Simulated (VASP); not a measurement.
Write the native input for VASP 6.6.1 that does the following.

```yaml
Task: single point
Functional: PBE
Dispersion: D3(BJ)
Potentials_or_basis: VASP PAW PBE potentials, release 64 (In_d, As)
Cutoff: 520 eV
k_mesh: 6 × 6 × 6
Occupations: fermi-dirac, width 0.02 eV
Spin: no spin polarisation
Dipole_correction: no
Further_INCAR_settings: ALGO = Normal; EDIFF = 1e-06; NBANDS = 16
```

The structure of InAs lies in POSCAR:

```
InAs
1.0
    0.0000000000      3.0545904655      3.0545904655
    3.0545904655      0.0000000000      3.0545904655
    3.0545904655      3.0545904655      0.0000000000
In As
1 1
Direct
    0.0000000000      0.0000000000      0.0000000000
    0.2500000000      0.2500000000      0.2500000000
```

One way to write it, as run:

INCAR

```
PREC = Accurate ; ENCUT = 520
EDIFF = 1E-6 ; ISMEAR = -1
SIGMA = 0.02 ; LREAL = False
LASPH = True ; NELM = 100
ALGO = Normal ; ISIF = 2
LWAVE = False ; LCHARG = False
GGA = PE ; IVDW = 12
NBANDS = 16
```

KPOINTS

```
regular mesh
0
Gamma
  6 6 6
```

Potentials or basis: VASP PAW PBE potentials, release 64 (In_d, As).

Run with:

```sh
$ cat potpaw_PBE.64/In_d/POTCAR potpaw_PBE.64/As/POTCAR > POTCAR
$ mpirun -np 1 vasp_std > vasp.out
```

Results of the run:

```json
{
  "Pressure": "0.2 GPa",
  "Band gap on the k mesh": "zero (filled and empty bands touch)",
  "Dispersion energy per atom": "-0.312 eV"
}
```

Caveat: semilocal functionals underestimate gaps, and a narrow one can read as zero; spin-orbit coupling is left out, which moves the levels of the heavy elements.

Wall time 6.9 s on 1 thread of Intel(R) Xeon(R) 6975P-C (Granite Rapids), with other jobs on the host, peak memory 0.18 GiB.
